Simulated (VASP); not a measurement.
Input of a VASP 6.6.1 run:

The input POSCAR:

```
Rh
1.0
    0.0000000000      1.9300732500      1.8445035000
    1.9300732500      0.0000000000      1.8445035000
    1.9300732500      1.9300732500      0.0000000000
Rh
1
Direct
    0.0000000000      0.0000000000      0.0000000000
```

The input INCAR.step1:

```
  PREC = Accurate
  ENCUT = 520
  ISMEAR = 0
  SIGMA = 0.15
  LREAL = F
  LASPH = T
  NELM = 100
  NBANDS = 14
  GGA = PE
  ALGO = Normal
  EDIFF = 1E-4
  LWAVE = T
  LCHARG = F
```

File INCAR.step2:

```
  PREC = Accurate
  ENCUT = 520
  EDIFF = 1E-6
  ISMEAR = 0
  SIGMA = 0.15
  LREAL = F
  LASPH = T
  NELM = 100
  ALGO = Normal
  ISIF = 2
  LWAVE = F
  LCHARG = T
  METAGGA = R2SCAN
  LMIXTAU = T
  LELF = T
  LVHAR = T
  NBANDS = 14
  ISTART = 1
```

File KPOINTS:

```
Automatic mesh
0
Gamma
  8 8 8
```

Potentials or basis: VASP PAW PBE potentials, release 64 (Rh_pv).

The run is started by

```bash
$ cat potpaw_PBE.64/Rh_pv/POTCAR > POTCAR
$ cp INCAR.step1 INCAR
$ mpirun -np 1 vasp_std > vasp.out
$ cp INCAR.step2 INCAR
$ mpirun -np 1 vasp_std > vasp.out
```

Estimate the pressure.

1.9 GPa.

Stress tensor (GPa, compression positive):
```
-1.54  0.00  0.00
 0.00 -1.54  0.00
 0.00  0.00  8.74
```

Caveat: the cell differs from its parent crystal (strain +0.015 along x and y, -0.030 along z); the PAW data sets were made with another functional, which shifts forces and pressure a little.
